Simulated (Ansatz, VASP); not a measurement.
## One calculation of GaAs, two programs

```
Ga As
1.0
     0.00000    2.82685    2.82685
     2.82685    0.00000    2.82685
     2.82685    2.82685    0.00000
Ga As
1 1
Direct
  0.00000 0.00000 0.00000
  0.25000 0.25000 0.25000
```

Alike in both runs: task single point; functional r2SCAN; k mesh 6 × 6 × 6; occupations fermi-dirac, width 0.05 eV; no spin polarisation.

|  | VASP | Ansatz |
| --- | --- | --- |
| version | VASP 6.6.1 | Ansatz 0.2.0 |
| potentials or method | VASP PAW PBE potentials, release 64 (Ga_d, As) | plane waves, PAW |
| plane-wave cutoff (eV) | 520 | 500 |
| valence electrons in the cell | 18 | 28 |

```csv
,VASP,Ansatz,Ansatz less VASP
pressure (GPa),0.6,0.5,-0.11
```

VASP's potentials were made for PBE, not for r2SCAN. VASP's potentials hold 18 valence electrons a cell and Ansatz's 28, so a difference there can come from the potentials and not from the codes.
